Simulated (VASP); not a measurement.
# BAs (ae) (I-4m2) in VASP: single point with PBEsol

Aim: the single point of BAs (ae) with PBEsol.

Everything below comes from runs of VASP 6.6.1. Logs are shortened: lines on timing, memory, paths and dates and some standing lists are left out, and cuts for length are marked.

**1. The cell of the first run**

The structure is tetragonal, space group I-4m2 (No. 119). Conventional cell: a = 3.405 Å, b = 3.405 Å, c = 4.743 Å, α = 90.00°, β = 90.00°, γ = 90.00°. Within 2.7 Å of B (site symmetry -4m2) lie 4 As at 2.07 Å. Within 2.7 Å of As (site symmetry -4m2) lie 4 B at 2.07 Å.

**2. Single point, PBEsol**

Input file INCAR:

```
PREC = Accurate ; ENCUT = 500
EDIFF = 1E-6 ; ISMEAR = 0
SIGMA = 0.01 ; LREAL = False
LASPH = True ; NELM = 120
ALGO = Normal ; ISIF = 2
LWAVE = False ; LCHARG = True
GGA = PS ; LELF = True
LVHAR = True ; NBANDS = 11
GGA_COMPAT = False
```

Input file KPOINTS:

```
Automatic mesh
0
Gamma
  8 8 8
```

Input file POSCAR:

```
BAs
1.0
    0.0000000000      2.4077081070      2.3714733750
    2.4077081070      0.0000000000      2.3714733750
    2.4077081070      2.4077081070      0.0000000000
B As
1 1
Direct
    0.0000000000      0.0000000000      0.0000000000
    0.2500000000      0.2500000000      0.2500000000
```

Potentials or basis: VASP PAW PBE potentials, release 64 (B, As).

Run with:

```bash
cat potpaw_PBE.64/B/POTCAR potpaw_PBE.64/As/POTCAR > POTCAR
mpirun -np 1 vasp_std > vasp.out
```

OUTCAR:

```text
PREC = Accurate
   ENCUT = 500
   EDIFF = 1E-6
   ISMEAR = 0
   LREAL = False
   LASPH = True
   NELM = 120
   ISIF = 2
   GGA = PS

 ion  position               nearest neighbor table
   1  0.000  0.000  0.000-   2 2.07   2 2.07   2 2.07   2 2.07
   2  0.250  0.250  0.250-   1 2.07   1 2.07   1 2.07   1 2.07

  LATTYP: Found a body centered tetragonal cell.
 ALAT       =     3.4050134592
 C/A-ratio  =     1.3929303972

  Lattice vectors:

 A1 = (   0.0000000000,  -2.4077081070,  -2.3714733750)
 A2 = (   0.0000000000,   2.4077081070,  -2.3714733750)
 A3 = (   2.4077081070,   0.0000000000,   2.3714733750)

Analysis of symmetry for initial positions (statically):
=====================================================================
 Subroutine PRICEL returns:
 Original cell was already a primitive cell.

 Routine SETGRP: Setting up the symmetry group for a
 body centered tetragonal supercell.

 Subroutine GETGRP returns: Found  8 space group operations
 (whereof  8 operations were pure point group operations)
 out of a pool of 16 trial point group operations.

The static configuration has the point symmetry D_2d.

Analysis of symmetry for dynamics (positions and initial velocities):
=====================================================================
 Subroutine PRICEL returns:
 Original cell was already a primitive cell.

 Routine SETGRP: Setting up the symmetry group for a
 body centered tetragonal supercell.

 Subroutine GETGRP returns: Found  8 space group operations
 (whereof  8 operations were pure point group operations)
 out of a pool of 16 trial point group operations.

The dynamic configuration has the point symmetry D_2d.

 Subroutine INISYM returns: Found  8 space group operations
 (whereof  8 operations are pure point group operations),
 and found     1 'primitive' translations

----------------------------------------------------------------------------------------

                                     Primitive cell

  volume of cell :      27.4951

  direct lattice vectors                    reciprocal lattice vectors
     0.000000000  2.407708107  2.371473375    -0.207666369  0.207666369  0.210839390
     2.407708107  0.000000000  2.371473375     0.207666369 -0.207666369  0.210839390
     2.407708107  2.407708107  0.000000000     0.207666369  0.207666369 -0.210839390

  length of vectors
     3.379488763  3.379488763  3.405013459     0.361529930  0.361529930  0.361529930

  position of ions in fractional coordinates (direct lattice)
     0.000000000  0.000000000  0.000000000
     0.250000000  0.250000000  0.250000000

  ion indices of the primitive-cell ions
   primitive index   ion index
                 1           1
                 2           2

----------------------------------------------------------------------------------------

 KPOINTS: Automatic mesh

Automatic generation of k-mesh.
 Grid dimensions read from file:
 generate k-points for:    8    8    8

 Generating k-lattice:

  Cartesian coordinates                     Fractional coordinates (reciprocal lattice)
    -0.025958296  0.025958296  0.026354924     0.125000000 -0.000000000  0.000000000
     0.025958296 -0.025958296  0.026354924    -0.000000000  0.125000000  0.000000000
     0.025958296  0.025958296 -0.026354924     0.000000000  0.000000000  0.125000000

  Length of vectors
     0.045191241  0.045191241  0.045191241

  Shift w.r.t. Gamma in fractional coordinates (k-lattice)
     0.000000000  0.000000000  0.000000000

 Subroutine IBZKPT returns following result:
 ===========================================

 Found     59 irreducible k-points:

 Following reciprocal coordinates:
            Coordinates               Weight
  0.000000  0.000000  0.000000      1.000000
  0.125000 -0.000000  0.000000      8.000000
  0.250000 -0.000000  0.000000      8.000000
  0.375000  0.000000  0.000000      8.000000
  0.500000 -0.000000  0.000000      4.000000
  0.125000  0.125000  0.000000      2.000000
[... 16 lines left out ...]
  0.250000 -0.000000  0.125000     16.000000
  0.375000 -0.000000  0.125000     16.000000
 [... further k-points ...]
   k-points           NKPTS =     59   k-points in BZ     NKDIM =     59   number of bands    NBANDS=     11
   number of dos      NEDOS =    301   number of ions     NIONS =      2
   total plane-waves  NPLWV =  21952
   dimension x,y,z NGX =    28 NGY =   28 NGZ =   28
   dimension x,y,z NGXF=    56 NGYF=   56 NGZF=   56
   ions per type =               1   1
   NGX,Y,Z   is equivalent  to a cutoff of  13.77, 13.77, 13.67 a.u.
   NGXF,Y,Z  is equivalent  to a cutoff of  27.55, 27.55, 27.34 a.u.
 SYSTEM =  unknown system
   PREC   = accura    normal or accurate (medium, high low for compatibility)
   ISTART =      0    job   : 0-new  1-cont  2-samecut
   ICHARG =      2    charge: 1-file 2-atom 10-const
   ISPIN  =      1    spin polarized calculation?
   LNONCOLLINEAR =      F non collinear calculations
   LSORBIT =      F    spin-orbit coupling
   LASPH  =      T    aspherical Exc in radial PAW
   ENCUT  =  500.0 eV  36.75 Ry    6.06 a.u.   6.16  6.16  6.21*2*pi/ulx,y,z
   NELM   =    120;   NELMIN=  2; NELMDL= -5     # of ELM steps
   EDIFF  = 0.1E-05   stopping-criterion for ELM
   LREAL  =      F    real-space projection
   EDIFFG = 0.1E-04   stopping-criterion for IOM
   NSW    =      0    number of steps for IOM
   IBRION =     -1    ionic relax: 0-MD 1-quasi-New 2-CG
   NFREE  =      0    steps in history (QN), initial steepest desc. (CG)
   ISIF   =      2    stress and relaxation
   ISYM   =      2    0-nonsym 1-usesym 2-fastsym
   POTIM  = 0.5000    time-step for ionic-motion
   TEBEG  =    0.0;   TEEND  =   0.0 temperature during run
   PSTRESS=    0.0 pullay stress
   NELECT =       8.0000    total number of electrons
   NUPDOWN=      -1.0000    fix difference up-down
   EMIN   =  10.00;   EMAX   =-10.00  energy-range for DOS
   EFERMI =   0.00;   METHOD = LEGACY
   ISMEAR =     0;   SIGMA  =   0.01  broadening in eV -4-tet -1-fermi 0-gaus
   EFERMI_NEDOS =   21; number of points for ismear=-14 and -15
   IALGO  =     38    algorithm
   IMIX   =      4    mixing-type and parameters
     AMIX     =   0.40;   BMIX     =  1.00
     AMIX_MAG =   1.60;   BMIX_MAG =  1.00
  volume/ion in A,a.u.               =      13.75        92.77
  Fermi-wavevector in a.u.,A,eV,Ry     =   1.084808  2.049990 16.011448  1.176808
  Thomas-Fermi vector in A             =   2.220907
   LORBIT       =      0    0 simple, 1 ext, 2 COOP (PROOUT), +10 PAW based schemes
   GGA     = PS    functional components
   LHFCALC =     F    Hartree Fock is set to
   AEXX    =    0.0000 exact exchange contribution
   IVDW    =     0    specifies the selected vdW correction
   LEPSILON=     F    determine dielectric tensor
   LRPA    =     F    only Hartree local field effects (RPA)
 non-spin polarized calculation
 Gauss-broadening in eV      SIGMA  =   0.01
  energy-cutoff  :      500.00
  volume of cell :       27.50
 maximum number of plane-waves:       709
 NGX is ok and might be reduce to    28
   NGX = 13   NGY = 13   NGZ = 13

 number of electron       8.0000000 magnetization

 Free energy of the ion-electron system (eV)
  ---------------------------------------------------
  ext. energy  EPLUGINS =         0.00000000
  ---------------------------------------------------
  free energy    TOTEN  =       -12.19788509 eV

  energy without entropy =      -12.19788509  energy(sigma->0) =      -12.19788509

 E-fermi :   6.1260     XC(G=0): -10.6933

 val. band max:        6.0435968919   @ k =   0.0000   0.0000   0.0000
 cond. band min:       6.9183000594   @ k =   0.3750   0.3750   0.0000
 fundamental gap:      0.8747031675
 Fermi energy:         6.1259575571

 k-point     1 :       0.0000    0.0000    0.0000
  band No.  band energies     occupation
      1      -9.4087      2.00000
      2       5.9000      2.00000
      3       5.9000      2.00000
      4       6.0436      2.00000
      5       9.1135      0.00000
      6       9.2099      0.00000
      7       9.2099      0.00000
      8      10.5148      0.00000
      9      15.2519      0.00000
     10      18.6347      0.00000
     11      19.0351      0.00000

 k-point     2 :       0.1250   -0.0000    0.0000
  band No.  band energies     occupation
      1      -9.1542      2.00000
      2       3.9768      2.00000
      3       5.4558      2.00000
      4       5.5651      2.00000
      5       9.2579      0.00000
      6       9.7378      0.00000
      7       9.7771      0.00000
      8      11.8076      0.00000
      9      16.2071      0.00000
     10      17.3253      0.00000
     11      17.5906      0.00000

 k-point     3 :       0.2500   -0.0000    0.0000
  band No.  band energies     occupation
      1      -8.4131      2.00000
      2       1.0108      2.00000
      3       4.7328      2.00000
      4       4.8714      2.00000
      5       8.9179      0.00000
      6      10.5320      0.00000
      7      10.5621      0.00000
      8      13.7332      0.00000
      9      16.9100      0.00000
     10      17.0237      0.00000
     11      17.2080      0.00000

 k-point     4 :       0.3750    0.0000    0.0000
  band No.  band energies     occupation
      1      -7.3132      2.00000
      2      -1.5586      2.00000
      3       4.2225      2.00000
      4       4.3886      2.00000
      5       8.6354      0.00000
      6      10.6629      0.00000
      7      10.7784      0.00000
      8      14.6230      0.00000
      9      17.5152      0.00000
     10      18.5037      0.00000
     11      18.5594      0.00000
[... 239 lines left out ...]
 k-point    22 :       0.1250    0.0000    0.1250
  band No.  band energies     occupation
      1      -9.0721      2.00000
      2       4.4477      2.00000
      3       4.7677      2.00000
      4       4.8582      2.00000
      5       8.5054      0.00000
      6      10.5987      0.00000
      7      10.7821      0.00000
      8      11.4729      0.00000
      9      15.8300      0.00000
     10      16.5575      0.00000
     11      19.2884      0.00000

 k-point    23 :       0.2500   -0.0000    0.1250
  band No.  band energies     occupation
      1      -8.4935      2.00000
      2       1.9818      2.00000
      3       4.0735      2.00000
      4       4.2886      2.00000
      5       8.7681      0.00000
      6      10.7603      0.00000
      7      11.7399      0.00000
      8      12.3261      0.00000
      9      15.9119      0.00000
     10      18.0134      0.00000
     11      18.8434      0.00000

 k-point    24 :       0.3750   -0.0000    0.1250
  band No.  band energies     occupation
      1      -7.4936      2.00000
      2      -0.6556      2.00000
      3       3.4698      2.00000
      4       3.6959      2.00000
      5       9.1022      0.00000
      6      10.7634      0.00000
      7      11.9892      0.00000
      8      13.2322      0.00000
      9      17.1340      0.00000
     10      18.6423      0.00000
     11      19.6814      0.00000

 [... further k-points ...]
[... 5 lines left out ...]
  --------------------------------------------------------------------------------------
  -------------------------------------------------------------------------------------
  Total       -0.3717942     -0.3717942      0.1414580      0.0000000      0.0000000      0.0000000
  in kB      -21.6649302    -21.6649302      8.2429391      0.0000000      0.0000000      0.0000000
  external PRESSURE =     -11.6956404 kB  Pullay stress =       0.0000000 kB

 VOLUME and BASIS-vectors are now :
 -----------------------------------------------------------------------------
  energy-cutoff  :      500.00
  volume of cell :       27.50
      direct lattice vectors                 reciprocal lattice vectors
     0.000000000  2.407708107  2.371473375    -0.207666369  0.207666369  0.210839390
     2.407708107  0.000000000  2.371473375     0.207666369 -0.207666369  0.210839390
     2.407708107  2.407708107  0.000000000     0.207666369  0.207666369 -0.210839390

 POSITION                                       TOTAL-FORCE (eV/Angst)
 -----------------------------------------------------------------------------------
      0.00000      0.00000      0.00000         0.000000      0.000000      0.000000
      1.20385      1.20385      1.18574        -0.000000     -0.000000     -0.000000
 -----------------------------------------------------------------------------------
    total drift:                               -0.000000     -0.000000     -0.000000

  FREE ENERGIE OF THE ION-ELECTRON SYSTEM (eV)
  ---------------------------------------------------
  free  energy   TOTEN  =       -12.1978850864 eV

  energy  without entropy=      -12.1978850864  energy(sigma->0) =      -12.19788509
```

Wall time 12 s (1 thread of Intel Xeon Platinum 8488C (Sapphire Rapids), shared host); peak memory 0.16 GiB.

Results:

```
Free energy            : -12.1979 eV
Pressure               : -1.2 GPa
Band gap on the k mesh : 0.87 eV, indirect (least direct gap 3.07 eV)
```

Caveat: the PAW data sets were made with another functional, which shifts forces and pressure a little.
